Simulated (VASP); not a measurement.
# Na (I4/mmm) in VASP: a series of runs

The runs below take Na through single point, with PBEsol.

All numbers are computed with VASP 6.6.1; they aren't measurements. Logs are shortened: lines on timing, memory, paths and dates and some standing lists are left out, and cuts for length are marked.

### Step 1. The cell of the first run

The structure is tetragonal, space group I4/mmm (No. 139). The conventional cell has a = 4.023 Å, b = 4.023 Å, c = 4.447 Å, α = 90.00°, β = 90.00°, γ = 90.00°. Within 4.7 Å of Na (site symmetry 4/mmm) lie 14 Na at 3.61 to 4.45 Å.

### Step 2. Single point, PBEsol (strain -0.050 along x and y, +0.050 along z)

File INCAR:

```
PREC = Accurate
ENCUT = 520
EDIFF = 1E-6
ISMEAR = 0
SIGMA = 0.15
LREAL = F
LASPH = T
NELM = 100
ALGO = Normal
ISIF = 2
LWAVE = F
LCHARG = T
GGA = PS
LELF = T
LVHAR = T
NBANDS = 10
```

File KPOINTS:

```
regular mesh
0
Gamma
  16 16 16
```

File POSCAR:

```
Na
1.0
   -2.0116250000      2.0116250000      2.2233750000
    2.0116250000     -2.0116250000      2.2233750000
    2.0116250000      2.0116250000     -2.2233750000
Na
1
Direct
    0.0000000000      0.0000000000      0.0000000000
```

Potentials or basis: VASP PAW PBE potentials, release 64 (Na_pv).

Run with:

```console
> cat potpaw_PBE.64/Na_pv/POTCAR > POTCAR
> mpirun -np 1 vasp_std > vasp.out
```

OUTCAR:

```text
PREC = Accurate
   ENCUT = 520
   EDIFF = 1E-6
   ISMEAR = 0
   LREAL = F
   LASPH = T
   NELM = 100
   ISIF = 2
   GGA = PS

 ion  position               nearest neighbor table
   1  0.000  0.000  0.000-

  LATTYP: Found a body centered tetragonal cell.
 ALAT       =     4.0232500000
 C/A-ratio  =     1.1052631579

  Lattice vectors:

 A1 = (  -2.0116250000,   2.0116250000,   2.2233750000)
 A2 = (   2.0116250000,  -2.0116250000,   2.2233750000)
 A3 = (   2.0116250000,   2.0116250000,  -2.2233750000)

Analysis of symmetry for initial positions (statically):
=====================================================================
 Subroutine PRICEL returns:
 Original cell was already a primitive cell.

 Routine SETGRP: Setting up the symmetry group for a
 body centered tetragonal supercell.

 Subroutine GETGRP returns: Found 16 space group operations
 (whereof 16 operations were pure point group operations)
 out of a pool of 16 trial point group operations.

The static configuration has the point symmetry D_4h.

Analysis of symmetry for dynamics (positions and initial velocities):
=====================================================================
 Subroutine PRICEL returns:
 Original cell was already a primitive cell.

 Routine SETGRP: Setting up the symmetry group for a
 body centered tetragonal supercell.

 Subroutine GETGRP returns: Found 16 space group operations
 (whereof 16 operations were pure point group operations)
 out of a pool of 16 trial point group operations.

The dynamic configuration has the point symmetry D_4h.

 Subroutine INISYM returns: Found 16 space group operations
 (whereof 16 operations are pure point group operations),
 and found     1 'primitive' translations

----------------------------------------------------------------------------------------

                                     Primitive cell

  volume of cell :      35.9887

  direct lattice vectors                    reciprocal lattice vectors
    -2.011625000  2.011625000  2.223375000     0.000000000  0.248555272  0.224883342
     2.011625000 -2.011625000  2.223375000     0.248555272  0.000000000  0.224883342
     2.011625000  2.011625000 -2.223375000     0.248555272  0.248555272  0.000000000

  length of vectors
     3.610632448  3.610632448  3.610632448     0.335189858  0.335189858  0.351510237

  position of ions in fractional coordinates (direct lattice)
     0.000000000  0.000000000  0.000000000

  ion indices of the primitive-cell ions
   primitive index   ion index
                 1           1

----------------------------------------------------------------------------------------

 KPOINTS: regular mesh

Automatic generation of k-mesh.
 Grid dimensions read from file:
 generate k-points for:   16   16   16

 Generating k-lattice:

  Cartesian coordinates                     Fractional coordinates (reciprocal lattice)
     0.000000000  0.015534705  0.014055209     0.062500000 -0.000000000  0.000000000
     0.015534705  0.000000000  0.014055209    -0.000000000  0.062500000  0.000000000
     0.015534705  0.015534705  0.000000000     0.000000000  0.000000000  0.062500000

  Length of vectors
     0.020949366  0.020949366  0.021969390

  Shift w.r.t. Gamma in fractional coordinates (k-lattice)
     0.000000000  0.000000000  0.000000000

 Subroutine IBZKPT returns following result:
 ===========================================

 Found    349 irreducible k-points:

 Following reciprocal coordinates:
            Coordinates               Weight
  0.000000  0.000000  0.000000      1.000000
  0.062500  0.000000  0.000000      8.000000
  0.125000  0.000000  0.000000      8.000000
  0.187500 -0.000000  0.000000      8.000000
  0.250000  0.000000  0.000000      8.000000
  0.312500 -0.000000  0.000000      8.000000
[... 16 lines left out ...]
 -0.125000  0.062500  0.000000     16.000000
 -0.062500  0.062500  0.000000      4.000000
 [... further k-points ...]
   k-points           NKPTS =    349   k-points in BZ     NKDIM =    349   number of bands    NBANDS=     10
   number of dos      NEDOS =    301   number of ions     NIONS =      1
   total plane-waves  NPLWV =  21952
   dimension x,y,z NGX =    28 NGY =   28 NGZ =   28
   dimension x,y,z NGXF=    56 NGYF=   56 NGZF=   56
   ions per type =               1
   NGX,Y,Z   is equivalent  to a cutoff of  12.89, 12.89, 12.89 a.u.
   NGXF,Y,Z  is equivalent  to a cutoff of  25.78, 25.78, 25.78 a.u.
 SYSTEM =  unknown system
   PREC   = accura    normal or accurate (medium, high low for compatibility)
   ISTART =      0    job   : 0-new  1-cont  2-samecut
   ICHARG =      2    charge: 1-file 2-atom 10-const
   ISPIN  =      1    spin polarized calculation?
   LNONCOLLINEAR =      F non collinear calculations
   LSORBIT =      F    spin-orbit coupling
   LASPH  =      T    aspherical Exc in radial PAW
   ENCUT  =  520.0 eV  38.22 Ry    6.18 a.u.   6.71  6.71  6.71*2*pi/ulx,y,z
   NELM   =    100;   NELMIN=  2; NELMDL= -5     # of ELM steps
   EDIFF  = 0.1E-05   stopping-criterion for ELM
   LREAL  =      F    real-space projection
   EDIFFG = 0.1E-04   stopping-criterion for IOM
   NSW    =      0    number of steps for IOM
   IBRION =     -1    ionic relax: 0-MD 1-quasi-New 2-CG
   NFREE  =      0    steps in history (QN), initial steepest desc. (CG)
   ISIF   =      2    stress and relaxation
   ISYM   =      2    0-nonsym 1-usesym 2-fastsym
   POTIM  = 0.5000    time-step for ionic-motion
   TEBEG  =    0.0;   TEEND  =   0.0 temperature during run
   PSTRESS=    0.0 pullay stress
   NELECT =       7.0000    total number of electrons
   NUPDOWN=      -1.0000    fix difference up-down
   EMIN   =  10.00;   EMAX   =-10.00  energy-range for DOS
   EFERMI =   0.00;   METHOD = LEGACY
   ISMEAR =     0;   SIGMA  =   0.15  broadening in eV -4-tet -1-fermi 0-gaus
   EFERMI_NEDOS =   21; number of points for ismear=-14 and -15
   IALGO  =     38    algorithm
   IMIX   =      4    mixing-type and parameters
     AMIX     =   0.40;   BMIX     =  1.00
     AMIX_MAG =   1.60;   BMIX_MAG =  1.00
  volume/ion in A,a.u.               =      35.99       242.86
  Fermi-wavevector in a.u.,A,eV,Ry     =   0.948532  1.792465 12.241334  0.899713
  Thomas-Fermi vector in A             =   2.076729
   LORBIT       =      0    0 simple, 1 ext, 2 COOP (PROOUT), +10 PAW based schemes
   GGA     = PS    functional components
   LHFCALC =     F    Hartree Fock is set to
   AEXX    =    0.0000 exact exchange contribution
   IVDW    =     0    specifies the selected vdW correction
   LEPSILON=     F    determine dielectric tensor
   LRPA    =     F    only Hartree local field effects (RPA)
 non-spin polarized calculation
 Gauss-broadening in eV      SIGMA  =   0.15
  energy-cutoff  :      520.00
  volume of cell :       35.99
 maximum number of plane-waves:       989
   NGX = 13   NGY = 13   NGZ = 13

 number of electron       7.0000010 magnetization

 Free energy of the ion-electron system (eV)
  ---------------------------------------------------
  ext. energy  EPLUGINS =         0.00000000
  ---------------------------------------------------
  free energy    TOTEN  =        -1.40188820 eV

  energy without entropy =       -1.39671670  energy(sigma->0) =       -1.39930245

 E-fermi :   0.3829     XC(G=0):  -6.5798

 val. band max:        0.3683266744   @ k =  -0.2500  -0.3125   0.0625
 cond. band min:       0.3898493604   @ k =  -0.2500  -0.3750   0.1875
 fundamental gap:      0.0215226860
 Fermi energy:         0.3829226055

 k-point     1 :       0.0000    0.0000    0.0000
  band No.  band energies     occupation
      1     -24.3716      2.00000
      2     -24.3716      2.00000
      3     -24.3713      2.00000
      4      -2.9504      2.00000
      5      11.8988      0.00000
      6      11.8988      0.00000
      7      12.6639      0.00000
      8      13.3321      0.00000
      9      13.3891      0.00000
     10      13.6992      0.00000

 k-point     2 :       0.0625    0.0000    0.0000
  band No.  band energies     occupation
      1     -24.3730      2.00000
      2     -24.3720      2.00000
      3     -24.3714      2.00000
      4      -2.8820      2.00000
      5      10.9442      0.00000
      6      11.6085      0.00000
      7      12.2857      0.00000
      8      12.9716      0.00000
      9      13.1707      0.00000
     10      13.8702      0.00000

 k-point     3 :       0.1250    0.0000    0.0000
  band No.  band energies     occupation
      1     -24.3774      2.00000
      2     -24.3733      2.00000
      3     -24.3714      2.00000
      4      -2.6775      2.00000
      5       9.3421      0.00000
      6      11.0657      0.00000
      7      11.9642      0.00000
      8      12.3090      0.00000
      9      12.7020      0.00000
     10      14.0151      0.00000

 k-point     4 :       0.1875   -0.0000    0.0000
  band No.  band energies     occupation
      1     -24.3840      2.00000
      2     -24.3753      2.00000
      3     -24.3714      2.00000
      4      -2.3386      2.00000
      5       7.7589      0.00000
      6      10.5275      0.00000
      7      11.5165      0.00000
      8      11.6853      0.00000
      9      12.3754      0.00000
     10      14.0005      0.00000

 k-point     5 :       0.2500    0.0000    0.0000
  band No.  band energies     occupation
      1     -24.3918      2.00000
      2     -24.3775      2.00000
      3     -24.3714      2.00000
      4      -1.8679      2.00000
      5       6.2594      0.00000
      6      10.0600      0.00000
      7      11.0859      0.00000
      8      11.1629      0.00000
      9      12.0473      0.00000
     10      14.0751      0.00000

 k-point     6 :       0.3125   -0.0000    0.0000
  band No.  band energies     occupation
      1     -24.3995      2.00000
      2     -24.3798      2.00000
      3     -24.3714      2.00000
      4      -1.2693      2.00000
      5       4.8588      0.00000
      6       9.6841      0.00000
      7      10.7392      0.00000
      8      10.7563      0.00000
      9      11.7155      0.00000
     10      14.3234      0.00000
[... 183 lines left out ...]
 k-point    21 :      -0.2500    0.0625    0.0000
  band No.  band energies     occupation
      1     -24.3887      2.00000
      2     -24.3764      2.00000
      3     -24.3722      2.00000
      4      -2.0423      2.00000
      5       6.9620      0.00000
      6       9.7950      0.00000
      7      10.6365      0.00000
      8      12.0342      0.00000
      9      12.2517      0.00000
     10      13.7285      0.00000

 k-point    22 :      -0.1875    0.0625   -0.0000
  band No.  band energies     occupation
      1     -24.3816      2.00000
      2     -24.3741      2.00000
      3     -24.3722      2.00000
      4      -2.4536      2.00000
      5       8.4929      0.00000
      6      10.4087      0.00000
      7      11.0759      0.00000
      8      12.0761      0.00000
      9      12.7518      0.00000
     10      13.9530      0.00000

 k-point    23 :      -0.1250    0.0625    0.0000
  band No.  band energies     occupation
      1     -24.3761      2.00000
      2     -24.3725      2.00000
      3     -24.3721      2.00000
      4      -2.7320      2.00000
      5      10.0718      0.00000
      6      11.0883      0.00000
      7      11.5437      0.00000
      8      12.0723      0.00000
      9      13.2380      0.00000
     10      13.8840      0.00000

 k-point    24 :      -0.0625    0.0625    0.0000
  band No.  band energies     occupation
      1     -24.3731      2.00000
      2     -24.3719      2.00000
      3     -24.3717      2.00000
      4      -2.8752      2.00000
      5      11.3246      0.00000
      6      11.5589      0.00000
      7      12.0820      0.00000
      8      12.2090      0.00000
      9      13.3260      0.00000
     10      14.0509      0.00000

 [... further k-points ...]

------------------------ aborting loop because EDIFF is reached ----------------------------------------

  FORCE on cell =-STRESS in cart. coord.  units (eV):
  Direction    XX          YY          ZZ          XY          YZ          ZX
  --------------------------------------------------------------------------------------
  -------------------------------------------------------------------------------------
  Total        0.0124779      0.0124779      0.0066571      0.0000000     -0.0000000      0.0000000
  in kB        0.5555017      0.5555017      0.2963645      0.0000000     -0.0000000      0.0000000
  external PRESSURE =       0.4691226 kB  Pullay stress =       0.0000000 kB

 VOLUME and BASIS-vectors are now :
 -----------------------------------------------------------------------------
  energy-cutoff  :      520.00
  volume of cell :       35.99
      direct lattice vectors                 reciprocal lattice vectors
    -2.011625000  2.011625000  2.223375000     0.000000000  0.248555272  0.224883342
     2.011625000 -2.011625000  2.223375000     0.248555272  0.000000000  0.224883342
     2.011625000  2.011625000 -2.223375000     0.248555272  0.248555272  0.000000000

 POSITION                                       TOTAL-FORCE (eV/Angst)
 -----------------------------------------------------------------------------------
      0.00000      0.00000      0.00000         0.000000     -0.000000      0.000000
 -----------------------------------------------------------------------------------
    total drift:                               -0.000000     -0.000000     -0.000000

  FREE ENERGIE OF THE ION-ELECTRON SYSTEM (eV)
  ---------------------------------------------------
  free  energy   TOTEN  =        -1.4018882050 eV

  energy  without entropy=       -1.3967166986  energy(sigma->0) =       -1.39930245
```

Wall time 96 s (1 thread of Intel Xeon 8259CL, shared host); peak memory 0.23 GiB.

Results:

```yaml
Free_energy: -1.4019 eV
Pressure: 0.0 GPa
Band_gap_on_the_k_mesh: zero (an odd number of electrons rules out a gap without spin polarisation)
```

Caveat: the cell differs from its parent crystal (strain -0.050 along x and y, +0.050 along z); the PAW data sets were made with another functional, which shifts forces and pressure a little.

### Step 3. Single point, PBEsol (strain +0.000 along x and y, -0.050 along z)

Edit INCAR of step 2 so:

```diff
@@ -2,3 +2,3 @@
 ENCUT = 520
-EDIFF = 1E-6
+EDIFF = 1E-7
 ISMEAR = 0
@@ -7,3 +7,3 @@
 LASPH = T
-NELM = 100
+NELM = 60
 ALGO = Normal
```

KPOINTS is that of step 2.

File POSCAR:

```
Na
1.0
   -2.1175000000      2.1175000000      2.0116250000
    2.1175000000     -2.1175000000      2.0116250000
    2.1175000000      2.1175000000     -2.0116250000
Na
1
Direct
    0.0000000000      0.0000000000      0.0000000000
```

Potentials or basis: VASP PAW PBE potentials, release 64 (Na_pv).

Run with:

```console
> cat potpaw_PBE.64/Na_pv/POTCAR > POTCAR
> mpirun -np 1 vasp_std > vasp.out
```

OUTCAR:

```text
PREC = Accurate
   ENCUT = 520
   EDIFF = 1E-7
   ISMEAR = 0
   LREAL = F
   LASPH = T
   NELM = 60
   ISIF = 2
   GGA = PS

 ion  position               nearest neighbor table
   1  0.000  0.000  0.000-

  LATTYP: Found a body centered tetragonal cell.
 ALAT       =     4.2350000000
 C/A-ratio  =     0.9500000000

  Lattice vectors:

 A1 = (  -2.1175000000,   2.1175000000,   2.0116250000)
 A2 = (   2.1175000000,  -2.1175000000,   2.0116250000)
 A3 = (   2.1175000000,   2.1175000000,  -2.0116250000)

Analysis of symmetry for initial positions (statically):
=====================================================================
 Subroutine PRICEL returns:
 Original cell was already a primitive cell.

 Routine SETGRP: Setting up the symmetry group for a
 body centered tetragonal supercell.

 Subroutine GETGRP returns: Found 16 space group operations
 (whereof 16 operations were pure point group operations)
 out of a pool of 16 trial point group operations.

The static configuration has the point symmetry D_4h.

Analysis of symmetry for dynamics (positions and initial velocities):
[... 162 lines left out ...]
 Fermi energy:         0.3818208390

 k-point     1 :       0.0000    0.0000    0.0000
  band No.  band energies     occupation
      1     -24.3811      2.00000
      2     -24.3807      2.00000
      3     -24.3807      2.00000
      4      -2.9521      2.00000
      5      11.7733      0.00000
      6      12.5845      0.00000
      7      12.5845      0.00000
      8      12.9280      0.00000
      9      13.4716      0.00000
     10      13.4734      0.00000
[... 287 lines left out ...]
 k-point    24 :      -0.0625    0.0625    0.0000
  band No.  band energies     occupation
      1     -24.3823      2.00000
      2     -24.3816      2.00000
      3     -24.3807      2.00000
      4      -2.8842      2.00000
      5      10.8591      0.00000
      6      12.1420      0.00000
      7      12.3429      0.00000
      8      12.4601      0.00000
      9      13.0333      0.00000
     10      13.6773      0.00000

 [... further k-points ...]

------------------------ aborting loop because EDIFF is reached ----------------------------------------

  FORCE on cell =-STRESS in cart. coord.  units (eV):
  Direction    XX          YY          ZZ          XY          YZ          ZX
  --------------------------------------------------------------------------------------
  -------------------------------------------------------------------------------------
  Total        0.0009462      0.0009462      0.0294298      0.0000000     -0.0000000      0.0000000
  in kB        0.0420177      0.0420177      1.3069031      0.0000000     -0.0000000      0.0000000
  external PRESSURE =       0.4636461 kB  Pullay stress =       0.0000000 kB

 VOLUME and BASIS-vectors are now :
 -----------------------------------------------------------------------------
  energy-cutoff  :      520.00
  volume of cell :       36.08
      direct lattice vectors                 reciprocal lattice vectors
    -2.117500000  2.117500000  2.011625000     0.000000000  0.236127509  0.248555272
     2.117500000 -2.117500000  2.011625000     0.236127509  0.000000000  0.248555272
     2.117500000  2.117500000 -2.011625000     0.236127509  0.236127509  0.000000000

 POSITION                                       TOTAL-FORCE (eV/Angst)
 -----------------------------------------------------------------------------------
      0.00000      0.00000      0.00000        -0.000000      0.000000      0.000000
 -----------------------------------------------------------------------------------
    total drift:                               -0.000000     -0.000000     -0.000000

  FREE ENERGIE OF THE ION-ELECTRON SYSTEM (eV)
  ---------------------------------------------------
  free  energy   TOTEN  =        -1.4019596536 eV

  energy  without entropy=       -1.3969999614  energy(sigma->0) =       -1.39947981
```

stdout:

```text
POSCAR found type information on POSCAR Na
 POSCAR found :  1 types and       1 ions
 scaLAPACK will be used
 -----------------------------------------------------------------------------
|                                                                             |
|                                                                             |
|     You enforced a specific xc type in the INCAR file but a different       |
|     I HOPE YOU KNOW WHAT YOU ARE DOING!                                     |
|                                                                             |
 -----------------------------------------------------------------------------

 LDA part: xc-table for (Slater+PW92), standard interpolation
 POSCAR, INCAR and KPOINTS ok, starting setup
 FFT: planning ... GRIDC
 FFT: planning ... GRID_SOFT
 FFT: planning ... GRID
 WAVECAR not read
 entering main loop
```

Wall time 2.1 min (1 thread of Intel Xeon 8259CL, shared host); peak memory 0.23 GiB.

Results:

| Item | Value |
| --- | --- |
| Free energy | -1.4020 eV |
| Pressure | 0.0 GPa |
| Band gap on the k mesh | zero (an odd number of electrons rules out a gap without spin polarisation) |

Stress tensor (GPa, compression positive):
```
0.00 0.00 0.00
0.00 0.00 0.00
0.00 0.00 0.13
```

Levels at points of the mesh, in eV from the Fermi level:
```
           k point  band 1  band 2  band 3  band 4  band 5  band 6
(0.00, 0.00, 0.00)  -24.76  -24.76  -24.76   -3.33   11.39   12.20
(0.50, 0.00, 0.00)  -24.80  -24.78  -24.76    0.83    1.34    8.10
(0.50, 0.50, 0.00)  -24.80  -24.78  -24.76    0.63    1.10    8.78
(0.50, 0.50, 0.50)  -24.79  -24.79  -24.79    4.34    4.69    4.69
```

Caveat: the cell differs from its parent crystal (strain +0.000 along x and y, -0.050 along z); the PAW data sets were made with another functional, which shifts forces and pressure a little.

The gap in the log of VASP goes by the Fermi energy; the results here count the filled bands.